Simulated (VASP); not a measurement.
GaP: single point with PBE

GaP:

```
Ga P
1.0
     0.00000    2.72541    2.72541
     2.72541    0.00000    2.72541
     2.72541    2.72541    0.00000
Ga P
1 1
Direct
  0.00000 0.00000 0.00000
  0.25000 0.25000 0.25000
```

```
Program             : VASP 6.6.1
Task                : single point
Functional          : PBE
Potentials or basis : VASP PAW PBE potentials, release 64 (Ga_d, P)
Cutoff              : 520 eV
k mesh              : 4 × 4 × 4
Occupations         : gaussian, width 0.01 eV
Spin                : no spin polarisation
```

```
Pressure               : 2.9 GPa
Band gap on the k mesh : 1.63 eV (least direct gap 1.82 eV)
```

Levels at points of the mesh, in eV from the valence-band top:
```
           k point  band 5  band 6  band 7  band 8  band 9  band 10  band 11  band 12  band 13  band 14
(0.00, 0.00, 0.00)  -14.50  -12.50    0.00    0.00    0.00     1.82     3.86     3.86     3.86     8.79
(0.50, 0.00, 0.00)  -14.49  -10.43   -6.65   -1.12   -1.12     1.65     4.69     4.69     8.27    10.89
(0.50, 0.50, 0.00)  -14.48   -9.52   -6.78   -2.69   -2.69     1.63     1.80    10.58    10.58    11.20
```

Wall time 5.6 s on 1 thread of AMD EPYC 9R45 96-Core Processor (Zen 5) (shared host), peak memory 0.13 GiB.

Caveat: the k points lie up to 0.50 Å⁻¹ apart. A k mesh can miss the band edges.
